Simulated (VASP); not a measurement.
Crystal: Al.

```
CELL_PARAMETERS angstrom
0.00000 1.96949 1.96949
1.96949 0.00000 1.96949
1.96949 1.96949 0.00000
ATOMIC_POSITIONS crystal
Al 0.00000 0.00000 0.00000
```

Base run:

* Program: VASP 6.6.1
* Functional: PBE
* Potentials or basis: VASP PAW PBE potentials, release 64 (Al)
* Cutoff: 500 eV
* k mesh: 12 × 12 × 12
* Occupations: fermi-dirac, width 0.1 eV
* Spin: no spin polarisation

Its results: pressure 7.2 GPa.

Q: The run is repeated on the same cell with these changes: k mesh from 12 × 12 × 12 to 4 × 4 × 4. What comes out?

A: Pressure 8.7 GPa.

Caveats: some runs use coarse meshes.
